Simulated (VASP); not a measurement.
Si62Ge (a cell with a defect): single point with PBE

Si62Ge (a cell with a defect):

```
CELL_PARAMETERS angstrom
10.86000 0.00000 0.00000
0.00000 10.86000 0.00000
0.00000 0.00000 10.86000
ATOMIC_POSITIONS crystal
Si 0.50068 0.99979 0.00016
Si 0.61618 0.13378 0.12323
Si 0.75017 0.24928 0.00016
Si 0.87518 0.37472 0.12524
Si 0.74417 0.00579 0.24841
Si 0.87279 0.12575 0.37423
Si 0.00039 0.99946 0.99830
Si 0.12592 0.12448 0.12633
Si 0.25518 0.24737 0.00519
Si 0.50259 0.49478 0.00519
Si 0.62547 0.62404 0.12633
Si 0.75050 0.74957 0.99830
Si 0.87365 0.87630 0.12567
Si 0.25015 0.99978 0.25067
Si 0.37320 0.13378 0.36619
Si 0.61618 0.37676 0.36619
Si 0.75018 0.49981 0.25067
Si 0.87508 0.62532 0.37622
Si 0.49838 0.00579 0.49419
Si 0.62422 0.12574 0.62279
Si 0.74417 0.25158 0.49419
Si 0.87366 0.37432 0.62368
Si 0.74934 0.00062 0.74810
Si 0.87509 0.12375 0.87465
Si 0.00209 0.49859 0.00139
Si 0.12964 0.62032 0.12658
Si 0.25137 0.74787 0.00139
Si 0.37524 0.87478 0.12524
Si 0.00003 0.24960 0.25037
Si 0.12590 0.37364 0.37550
Si 0.25514 0.49482 0.25264
Si 0.37632 0.62406 0.37550
Si 0.50036 0.74993 0.25037
Si 0.62421 0.87717 0.37423
Si 0.99809 0.00064 0.49935
Si 0.12465 0.12375 0.62510
Si 0.25015 0.24929 0.50018
Si 0.37524 0.37472 0.62519
Si 0.50067 0.49981 0.50018
Si 0.62621 0.62531 0.62510
Si 0.74932 0.75187 0.49935
Si 0.87529 0.87467 0.62529
Si 0.24829 0.99946 0.75043
Si 0.37632 0.12449 0.87593
Si 0.50037 0.24959 0.75003
Si 0.62547 0.37364 0.87593
Si 0.75050 0.50167 0.75043
Si 0.87723 0.62380 0.87618
Si 0.00060 0.74935 0.25055
Si 0.12464 0.87488 0.37622
Si 0.00039 0.50167 0.50052
Si 0.12616 0.62380 0.62724
Si 0.24829 0.74957 0.50052
Si 0.37564 0.87630 0.62368
Si 0.00062 0.24943 0.75063
Si 0.12965 0.37341 0.87967
Si 0.25138 0.49858 0.75209
Si 0.37655 0.62031 0.87967
Si 0.50053 0.74934 0.75063
Si 0.62621 0.87487 0.87465
Si 0.00019 0.74977 0.75020
Si 0.12616 0.87273 0.87618
Ge 0.45473 0.29523 0.20472
```

* Program: VASP 6.6.1
* Task: single point
* Functional: PBE
* Potentials or basis: VASP PAW PBE potentials, release 64 (Si, Ge_d)
* Cutoff: 410 eV
* k mesh: 1 × 1 × 1
* Occupations: gaussian, width 0.05 eV
* Spin: collinear spin
* Dipole correction: no
* Charge: 1
* Further INCAR settings: LREAL = Auto; ALGO = Normal; EDIFF = 1e-06; NBANDS = 172; NELECT = 261.0

The largest force is 0.426 eV/Å, the net moment is 0.71 μB per cell and the site moments are Si -0.00, +0.01, +0.00, +0.02 (each value once); Ge +0.07 μB. The valence electrons inside the program's atomic spheres are Si 1.70, 1.65, 1.68, 1.69, 1.63, 1.67 (each value once); Ge 12.20.

Forces in eV/Å, atoms in the order of the input:
```
Si   0.001  0.003  0.002
Si   0.001 -0.001  0.008
Si  -0.003 -0.001  0.002
Si   0.006 -0.008  0.008
Si  -0.007  0.007  0.001
Si  -0.006  0.001 -0.001
Si  -0.004  0.015  0.005
Si   0.006 -0.002  0.020
Si  -0.062  0.003 -0.062
Si  -0.003  0.062 -0.062
Si   0.002 -0.006  0.020
Si  -0.015  0.004  0.005
Si  -0.010  0.010  0.010
Si   0.002  0.003  0.002
Si   0.009  0.000  0.001
Si   0.000 -0.009  0.001
Si  -0.003 -0.002  0.002
Si   0.001  0.003 -0.020
Si   0.001  0.007 -0.007
Si  -0.001  0.001 -0.006
Si  -0.007 -0.001 -0.007
Si  -0.010 -0.010 -0.010
Si  -0.004  0.004  0.012
Si   0.001  0.020 -0.003
Si  -0.007 -0.001  0.001
Si  -0.014  0.014 -0.012
Si   0.001  0.007  0.001
Si   0.008 -0.006  0.008
Si  -0.018  0.007 -0.007
Si   0.006 -0.020  0.002
Si  -0.062  0.062 -0.004
Si   0.020 -0.006  0.002
Si  -0.007  0.018 -0.007
Si  -0.001  0.006 -0.001
Si   0.012  0.004 -0.004
Si  -0.003  0.020  0.001
Si   0.002 -0.002 -0.003
Si   0.008 -0.008  0.006
Si   0.002 -0.002 -0.003
Si  -0.020  0.003  0.001
Si  -0.004 -0.012 -0.004
Si  -0.016  0.016 -0.016
Si   0.005  0.015 -0.004
Si   0.020 -0.002  0.007
Si  -0.007  0.007 -0.018
Si   0.002 -0.020  0.007
Si  -0.015 -0.005 -0.004
Si  -0.010 -0.001  0.001
Si  -0.009  0.009  0.000
Si  -0.003 -0.001 -0.020
Si  -0.004 -0.005 -0.015
Si   0.001 -0.001 -0.010
Si   0.005  0.004 -0.015
Si   0.010  0.010 -0.010
Si  -0.009  0.001 -0.009
Si  -0.013  0.011 -0.013
Si   0.001 -0.001 -0.007
Si  -0.011  0.013 -0.013
Si  -0.001  0.009 -0.009
Si  -0.020 -0.001 -0.003
Si   0.008 -0.008  0.008
Si   0.001  0.010  0.001
Ge   0.246 -0.246  0.246
```

Levels at points of the mesh, in eV from the Fermi level:
Spin up:
```tsv
k point	band 129	band 130	band 131	band 132	band 133	band 134
(0.00, 0.00, 0.00)	-0.86	-0.77	-0.04	0.09	0.09	0.26
```
Spin down:
| k point | band 126 | band 127 | band 128 | band 129 | band 130 | band 131 | band 132 | band 133 | band 134 | band 135 |
| --- | --- | --- | --- | --- | --- | --- | --- | --- | --- | --- |
| (0.00, 0.00, 0.00) | -1.34 | -1.34 | -0.84 | -0.84 | -0.75 | 0.04 | 0.12 | 0.12 | 0.27 | 0.27 |

Run time: 16 min on 1 thread of Intel Xeon 8259CL, on a shared host, peak memory 1.1 GiB.

Caveat: the k points lie up to 0.58 Å⁻¹ apart; the cell carries a net charge on a neutralising background, which shifts energy and pressure; the cell is charged against a uniform background, so pressure and absolute levels hang on convention.
